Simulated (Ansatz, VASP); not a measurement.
# Si3C2: VASP beside Ansatz

```
CELL_PARAMETERS angstrom
2.51255 0.00000 0.00000
-1.25628 2.17594 0.00000
0.00000 0.00000 24.97879
ATOMIC_POSITIONS crystal
Si 0.33333 0.66667 0.74228
Si 0.33333 0.66667 0.94950
Si 0.33333 0.66667 0.15624
Si 0.66667 0.33333 0.84376
Si 0.66667 0.33333 0.05050
Si 0.66667 0.33333 0.25772
C 0.33333 0.66667 0.42695
C 0.33333 0.66667 0.57304
C 0.66667 0.33333 0.42696
C 0.66667 0.33333 0.57305
```

Alike in both runs: functional PBE; k mesh 6 × 6 × 1; occupations gaussian, width 0.1 eV; no spin polarisation.

Ansatz relaxed the structure, and its values are those at the end. VASP's run is a single point on that final structure, the one shown.

|  | VASP | Ansatz |
| --- | --- | --- |
| version | VASP 6.6.1 | Ansatz 0.2.0 |
| potentials or method | VASP PAW PBE potentials, release 64 (Si, C), cutoff 520 eV | scalar-relativistic, plane waves, PAW |
| valence electrons in the cell | 40 | 40 |

VASP gave:

* gap on the k mesh at the Fermi level (eV): none
* pressure (GPa): 0.1

**Question.** What did Ansatz give for the same quantities?

**Answer.** gap on the k mesh at the Fermi level (eV): none; pressure (GPa): 0.0.

A gap of «none» marks a metal or a gap that the smearing closes.

The k mesh is coarse, so the values compare programs but aren't converged.
